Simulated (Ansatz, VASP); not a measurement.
**Two plane-wave programs on Mg6F**

File INCAR:

```
ALGO = Normal
DIPOL = 0.5 0.5 0.318
EDIFF = 1E-6
ENCUT = 520
GGA = PE
IDIPOL = 3
ISIF = 2
ISMEAR = 0
LASPH = T
LCHARG = T
LDIPOL = T
LELF = T
LREAL = F
LVACPOTAV = T
LVHAR = T
LWAVE = F
NBANDS = 18
NELM = 80
PREC = Accurate
SIGMA = 0.1
```

File KPOINTS:

```
k-points
0
Gamma
  9 4 1
```

POSCAR

```
Mg6F
1.0
    3.2034417932      0.0000000000      0.0000000000
   -1.6017208966      7.8153198520      0.0000000000
    0.0000000000      0.0000000000     20.9851131634
Mg F
6 1
Direct
    0.8493879956      0.6987759913      0.1906113143
    0.5210014932      0.0420029864      0.2197581863
    0.1926149907      0.3852299814      0.2489050583
    0.3710660944      0.7414803149      0.3283003664
    0.0426232582      0.0834482649      0.3542380799
    0.7128162912      0.4251093731      0.3805132287
    0.7128162912      1.1751093731      0.5010748849
```

Input for Ansatz:

```yaml
crystal:
  lattice:
    - [3.2034417932, 0.0, 0.0]
    - [-1.6017208966, 7.815319852, 0.0]
    - [0.0, 0.0, 20.9851131634]
  atoms:
    - { symbol: Mg, position: [0.8493879956, 0.6987759913, 0.1906113143] }
    - { symbol: Mg, position: [0.5210014932, 0.0420029864, 0.2197581863] }
    - { symbol: Mg, position: [0.1926149907, 0.3852299814, 0.2489050583] }
    - { symbol: Mg, position: [0.3710660944, 0.7414803149, 0.3283003664] }
    - { symbol: Mg, position: [0.0426232582, 0.0834482649, 0.3542380799] }
    - { symbol: Mg, position: [0.7128162912, 0.4251093731, 0.3805132287] }
    - { symbol: F, position: [0.7128162912, 1.1751093731, 0.5010748849] }
basis:
  ecutwfc: 420
kpoints:
  mp_grid: { grid: [9, 4, 1] }
hamiltonian:
  xc: pbe
scf:
  occupations: { method: gaussian, width: 0.1 }
output:
  forces: true
  eigenvalues: true
efield:
  axis: 3
  dipole_correction: true
  ramp_width: 0.04
```

Alike in both runs: task single point; functional PBE; k mesh 9 × 4 × 1; occupations gaussian, width 0.1 eV; no spin polarisation.

|  | VASP | Ansatz |
| --- | --- | --- |
| version | VASP 6.6.1 | Ansatz 0.2.0 |
| potentials or method | VASP PAW PBE potentials, release 64 (Mg, F), cutoff 520 eV | scalar-relativistic, plane waves, PAW |
| valence electrons in the cell | 19 | 67 |

```tsv
	VASP	Ansatz	Ansatz less VASP
gap on the k mesh at the Fermi level (eV)	none	none	-
rms of the force components (eV/Å)	0.473	0.475	+0.0022
work function, face that differs most (eV)	3.68	3.68	0.000
```

Atom by atom the forces differ by 0.004 eV/Å (rms over components). A gap of «none» marks a metal or a gap that the smearing closes. VASP's potentials hold 19 valence electrons a cell and Ansatz's 67, so a difference there can come from the potentials and not from the codes.
